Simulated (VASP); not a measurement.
# Ta in VASP: single point with PBE

Aim: the single point of Ta with PBE.

All numbers are computed with VASP 6.6.1; they aren't measurements. Logs are shortened: lines on timing, memory, paths and dates and some standing lists are left out, and cuts for length are marked.

## 1. The cell of the first run

The cell holds a slab with vacuum, 16 atoms: a = 6.638 Å, b = 6.638 Å, c = 20.978 Å, α = 90.00°, β = 90.00°, γ = 90.00°.

## 2. Single point, PBE

Contents of INCAR:

```
SYSTEM = Ta
PREC = Accurate
ENCUT = 520
EDIFF = 1E-6
ISMEAR = 0
SIGMA = 0.1
LREAL = Auto
LASPH = .True.
NELM = 100
ALGO = Normal
ISIF = 2
LWAVE = .False.
LCHARG = .False.
LDIPOL = .True.
IDIPOL = 3
DIPOL = 0.5 0.5 0.498
GGA = PE
NBANDS = 102
```

Contents of KPOINTS:

```
regular mesh
0
Gamma
  3 3 1
  0 0 0
```

Contents of POSCAR:

```
Ta
1.0
    6.6375792808      0.0000000000      0.0000000000
    0.0000000000      6.6375792808      0.0000000000
    0.0000000000      0.0000000000     20.9781844606
Ta
16
Direct
    0.2500000000      0.7500000000      0.3813485392
    0.2500000000      0.2500000000      0.3813485392
    0.7500000000      0.7500000000      0.3813485392
    0.7500000000      0.2500000000      0.3813485392
    0.5000000000      0.5000000000      0.4604495131
    0.5000000000      0.0000000000      0.4604495131
    0.0000000000      0.5000000000      0.4604495131
    0.0000000000      0.0000000000      0.4604495131
    0.7500000000      0.2500000000      0.5389179560
    0.7500000000      0.7500000000      0.5389179560
    0.2500000000      0.2500000000      0.5389179560
    0.2500000000      0.7500000000      0.5389179560
    0.0000000000      0.0000000000      0.6108024530
    0.0000000000      0.5000000000      0.6108024530
    0.5000000000      0.0000000000      0.6108024530
    0.5000000000      0.5000000000      0.6108024530
```

Potentials or basis: VASP PAW PBE potentials, release 64 (Ta_pv).

On the command line:

```
> cat potpaw_PBE.64/Ta_pv/POTCAR > POTCAR
> mpirun -np 1 vasp_std > vasp.out
```

OUTCAR:

```text
SYSTEM = Ta
   PREC = Accurate
   ENCUT = 520
   EDIFF = 1E-6
   ISMEAR = 0
   LREAL = Auto
   LASPH = .True.
   NELM = 100
   ISIF = 2
   GGA = PE

 ion  position               nearest neighbor table
   1  0.250  0.750  0.381-   5 2.87   6 2.87   7 2.87   8 2.87  12 3.31   3 3.32   2 3.32   2 3.32
                             3 3.32
   2  0.250  0.250  0.381-   5 2.87   6 2.87   7 2.87   8 2.87  11 3.31   4 3.32   1 3.32   1 3.32
                             4 3.32
   3  0.750  0.750  0.381-   5 2.87   6 2.87   7 2.87   8 2.87  10 3.31   4 3.32   1 3.32   4 3.32
                             1 3.32
   4  0.750  0.250  0.381-   5 2.87   6 2.87   7 2.87   8 2.87   9 3.31   3 3.32   2 3.32   3 3.32
                             2 3.32
   5  0.500  0.500  0.460-   9 2.87  10 2.87  11 2.87  12 2.87   1 2.87   2 2.87   3 2.87   4 2.87
                            16 3.15   7 3.32   6 3.32   6 3.32   7 3.32
   6  0.500  0.000  0.460-   9 2.87  10 2.87  11 2.87  12 2.87   1 2.87   2 2.87   3 2.87   4 2.87
                            15 3.15   8 3.32   5 3.32   5 3.32   8 3.32
   7  0.000  0.500  0.460-   9 2.87  10 2.87  11 2.87  12 2.87   1 2.87   2 2.87   3 2.87   4 2.87
                            14 3.15   8 3.32   5 3.32   8 3.32   5 3.32
   8  0.000  0.000  0.460-   9 2.87  10 2.87  11 2.87  12 2.87   1 2.87   2 2.87   3 2.87   4 2.87
                            13 3.15   7 3.32   6 3.32   7 3.32   6 3.32
   9  0.750  0.250  0.539-  13 2.79  14 2.79  15 2.79  16 2.79   5 2.87   6 2.87   7 2.87   8 2.87
[... 22 lines left out ...]
 A1 = (   6.6375792808,   0.0000000000,   0.0000000000)
 A2 = (   0.0000000000,   6.6375792808,   0.0000000000)
 A3 = (   0.0000000000,   0.0000000000,  20.9781844606)

Analysis of symmetry for initial positions (statically):
=====================================================================
 Subroutine PRICEL returns following result:

  LATTYP: Found a simple tetragonal cell.
 ALAT       =     3.3187896404
 C/A-ratio  =     6.3210346945

  Lattice vectors:

 A1 = (   3.3187896404,   0.0000000000,   0.0000000000)
 A2 = (   0.0000000000,   3.3187896404,   0.0000000000)
 A3 = (   0.0000000000,   0.0000000000,  20.9781844606)

   4 primitive cells build up your supercell.

 Routine SETGRP: Setting up the symmetry group for a
 simple tetragonal supercell.

 Subroutine GETGRP returns: Found  8 space group operations
 (whereof  8 operations were pure point group operations)
 out of a pool of 16 trial point group operations.

The static configuration has the point symmetry C_4v.

Analysis of symmetry for dynamics (positions and initial velocities):
=====================================================================
 Subroutine PRICEL returns following result:

  LATTYP: Found a simple tetragonal cell.
 ALAT       =     3.3187896404
 C/A-ratio  =     6.3210346945

  Lattice vectors:

 A1 = (   3.3187896404,   0.0000000000,   0.0000000000)
 A2 = (   0.0000000000,   3.3187896404,   0.0000000000)
 A3 = (   0.0000000000,   0.0000000000,  20.9781844606)

   4 primitive cells build up your supercell.

 Routine SETGRP: Setting up the symmetry group for a
 simple tetragonal supercell.

 Subroutine GETGRP returns: Found  8 space group operations
 (whereof  8 operations were pure point group operations)
 out of a pool of 16 trial point group operations.

The dynamic configuration has the point symmetry C_4v.

 Subroutine INISYM returns: Found  8 space group operations
 (whereof  8 operations are pure point group operations),
 and found     4 'primitive' translations

----------------------------------------------------------------------------------------

                                     Primitive cell

  volume of cell :     231.0614

  direct lattice vectors                    reciprocal lattice vectors
     3.318789640  0.000000000  0.000000000     0.301314668  0.000000000  0.000000000
     0.000000000  3.318789640  0.000000000     0.000000000  0.301314668  0.000000000
     0.000000000  0.000000000 20.978184461     0.000000000  0.000000000  0.047668567

  length of vectors
     3.318789640  3.318789640 20.978184461     0.301314668  0.301314668  0.047668567

  position of ions in fractional coordinates (direct lattice)
     0.500000000  0.500000000  0.381348539
     1.000000000  1.000000000  0.460449513
     0.500000000  0.500000000  0.538917956
     0.000000000  0.000000000  0.610802453

  ion indices of the primitive-cell ions
   primitive index   ion index
                 1           1
                 2           5
                 3          12
                 4          13

----------------------------------------------------------------------------------------

 KPOINTS: regular mesh

Automatic generation of k-mesh.
 Grid dimensions read from file:
 generate k-points for:    3    3    1

 Generating k-lattice:

  Cartesian coordinates                     Fractional coordinates (reciprocal lattice)
     0.050219111  0.000000000  0.000000000     0.333333333  0.000000000  0.000000000
     0.000000000  0.050219111  0.000000000     0.000000000  0.333333333  0.000000000
     0.000000000  0.000000000  0.047668567     0.000000000  0.000000000  1.000000000

  Length of vectors
     0.050219111  0.050219111  0.047668567

  Shift w.r.t. Gamma in fractional coordinates (k-lattice)
     0.000000000  0.000000000  0.000000000

 Subroutine IBZKPT returns following result:
 ===========================================

 Found      3 irreducible k-points:

 Following reciprocal coordinates:
            Coordinates               Weight
  0.000000  0.000000  0.000000      1.000000
  0.333333  0.000000  0.000000      4.000000
  0.333333  0.333333  0.000000      4.000000
   k-points           NKPTS =      3   k-points in BZ     NKDIM =      3   number of bands    NBANDS=    102
   number of dos      NEDOS =    301   number of ions     NIONS =     16
   total plane-waves  NPLWV = 400000
   dimension x,y,z NGX =    50 NGY =   50 NGZ =  160
   dimension x,y,z NGXF=   100 NGYF=  100 NGZF=  320
   ions per type =              16
   NGX,Y,Z   is equivalent  to a cutoff of  12.52, 12.52, 12.68 a.u.
   NGXF,Y,Z  is equivalent  to a cutoff of  25.05, 25.05, 25.36 a.u.
 SYSTEM =  Ta
   PREC   = accura    normal or accurate (medium, high low for compatibility)
   ISTART =      0    job   : 0-new  1-cont  2-samecut
   ICHARG =      2    charge: 1-file 2-atom 10-const
   ISPIN  =      1    spin polarized calculation?
   LNONCOLLINEAR =      F non collinear calculations
   LSORBIT =      F    spin-orbit coupling
   LASPH  =      T    aspherical Exc in radial PAW
   ENCUT  =  520.0 eV  38.22 Ry    6.18 a.u.  12.34 12.34 39.01*2*pi/ulx,y,z
   NELM   =    100;   NELMIN=  2; NELMDL= -5     # of ELM steps
   EDIFF  = 0.1E-05   stopping-criterion for ELM
   LREAL  =      T    real-space projection
   EDIFFG = 0.1E-04   stopping-criterion for IOM
   NSW    =      0    number of steps for IOM
   IBRION =     -1    ionic relax: 0-MD 1-quasi-New 2-CG
   NFREE  =      0    steps in history (QN), initial steepest desc. (CG)
   ISIF   =      2    stress and relaxation
   ISYM   =      2    0-nonsym 1-usesym 2-fastsym
   POTIM  = 0.5000    time-step for ionic-motion
   TEBEG  =    0.0;   TEEND  =   0.0 temperature during run
   PSTRESS=    0.0 pullay stress
   NELECT =     176.0000    total number of electrons
   NUPDOWN=      -1.0000    fix difference up-down
   EMIN   =  10.00;   EMAX   =-10.00  energy-range for DOS
   EFERMI =   0.00;   METHOD = LEGACY
   ISMEAR =     0;   SIGMA  =   0.10  broadening in eV -4-tet -1-fermi 0-gaus
   EFERMI_NEDOS =   21; number of points for ismear=-14 and -15
   IALGO  =     38    algorithm
   IMIX   =      4    mixing-type and parameters
     AMIX     =   0.40;   BMIX     =  1.00
     AMIX_MAG =   1.60;   BMIX_MAG =  1.00
  volume/ion in A,a.u.               =      57.77       389.82
  Fermi-wavevector in a.u.,A,eV,Ry     =   0.941853  1.779845 12.069561  0.887088
  Thomas-Fermi vector in A             =   2.069405
   LORBIT       =      0    0 simple, 1 ext, 2 COOP (PROOUT), +10 PAW based schemes
   GGA     = PE    functional components
   LHFCALC =     F    Hartree Fock is set to
   AEXX    =    0.0000 exact exchange contribution
   IVDW    =     0    specifies the selected vdW correction
   LEPSILON=     F    determine dielectric tensor
   LRPA    =     F    only Hartree local field effects (RPA)
 non-spin polarized calculation
 Gauss-broadening in eV      SIGMA  =   0.10
  energy-cutoff  :      520.00
  volume of cell :      924.25
 maximum number of plane-waves:     24906
 NGX is ok and might be reduce to    50
   NGX = 25   NGY = 25   NGZ = 79

 dipolmoment           0.000000      0.000000      0.026635 electrons x Angstroem

 number of electron     175.9999958 magnetization

 dipolmoment           0.000000      0.000000     -0.031111 electrons x Angstroem

 Free energy of the ion-electron system (eV)
  ---------------------------------------------------
  ext. energy  EPLUGINS =         0.00000000
  ---------------------------------------------------
  free energy    TOTEN  =      -173.65674063 eV

  energy without entropy =     -173.51855739  energy(sigma->0) =     -173.58764901

 E-fermi :  -0.6481     XC(G=0):  -5.1134

 val. band max:       -0.6640274135   @ k =   0.0000   0.0000   0.0000
 cond. band min:      -0.6387811775   @ k =   0.3333   0.0000   0.0000
 fundamental gap:      0.0252462360
 Fermi energy:        -0.6481314916

 k-point     1 :       0.0000    0.0000    0.0000
  band No.  band energies     occupation
      1     -35.6888      2.00000
      2     -35.6888      2.00000
      3     -35.6757      2.00000
      4     -35.6757      2.00000
      5     -35.6640      2.00000
      6     -35.6640      2.00000
[... 298 lines left out ...]
     99      -0.1434      0.00000
    100       0.0250      0.00000
 [bands above 100 left out]

------------------------ aborting loop because EDIFF is reached ----------------------------------------

 vacuum level on the upper side and lower side of the slab       (xc-potential included)        -0.238        -0.107

  FORCE on cell =-STRESS in cart. coord.  units (eV):
  Direction    XX          YY          ZZ          XY          YZ          ZX
  --------------------------------------------------------------------------------------
  -------------------------------------------------------------------------------------
  Total      -18.7821799    -18.7821799     -5.9339245      0.0000000     -0.0000000      0.0000000
  in kB      -32.5588634    -32.5588634    -10.2864438      0.0000000     -0.0000000      0.0000000
  external PRESSURE =     -25.1347236 kB  Pullay stress =       0.0000000 kB

 VOLUME and BASIS-vectors are now :
 -----------------------------------------------------------------------------
  energy-cutoff  :      520.00
  volume of cell :      924.25
      direct lattice vectors                 reciprocal lattice vectors
     6.637579281  0.000000000  0.000000000     0.150657334  0.000000000  0.000000000
     0.000000000  6.637579281  0.000000000     0.000000000  0.150657334  0.000000000
     0.000000000  0.000000000 20.978184461     0.000000000  0.000000000  0.047668567

 POSITION                                       TOTAL-FORCE (eV/Angst)
 -----------------------------------------------------------------------------------
      1.65939      4.97818      8.00000        -0.000000     -0.000000      0.818911
      1.65939      1.65939      8.00000        -0.000000     -0.000000      0.818911
      4.97818      4.97818      8.00000         0.000000     -0.000000      0.818911
      4.97818      1.65939      8.00000         0.000000     -0.000000      0.818911
      3.31879      3.31879      9.65939         0.000000      0.000000     -0.787911
      3.31879      0.00000      9.65939         0.000000      0.000000     -0.787911
[... 8 lines left out ...]
      3.31879      0.00000     12.81353         0.000000     -0.000000     -0.024777
      3.31879      3.31879     12.81353         0.000000      0.000000     -0.024777
 -----------------------------------------------------------------------------------
    total drift:                                0.000000      0.000000      0.010080

  FREE ENERGIE OF THE ION-ELECTRON SYSTEM (eV)
  ---------------------------------------------------
  free  energy   TOTEN  =      -173.6567406312 eV

  energy  without entropy=     -173.5185573856  energy(sigma->0) =     -173.58764901

 vacuum level on the upper side and lower side of the slab         3.030         3.161
```

Wall time 8.2 min (1 thread of AMD EPYC 9R45 (Zen 5), shared host); peak memory 0.78 GiB.

What came out:

- Free energy: -173.6567 eV
- Largest force: 0.819 eV/Å
- Band gap on the k mesh: zero (bands 88 and 89 overlap by 0.09 eV)

Forces on the atoms (eV/Å):
```
Ta   0.000  0.000  0.819
Ta   0.000  0.000  0.819
Ta   0.000  0.000  0.819
Ta   0.000  0.000  0.819
Ta   0.000  0.000 -0.788
Ta   0.000  0.000 -0.788
Ta   0.000  0.000 -0.788
Ta   0.000  0.000 -0.788
Ta   0.000  0.000 -0.006
Ta   0.000  0.000 -0.006
Ta   0.000  0.000 -0.006
Ta   0.000  0.000 -0.006
Ta   0.000  0.000 -0.025
Ta   0.000  0.000 -0.025
Ta   0.000  0.000 -0.025
Ta   0.000  0.000 -0.025
```

Caveat: spin-orbit coupling is left out, which moves the levels of the heavy elements.

The gap in the log of VASP goes by the Fermi energy; the results here count the filled bands.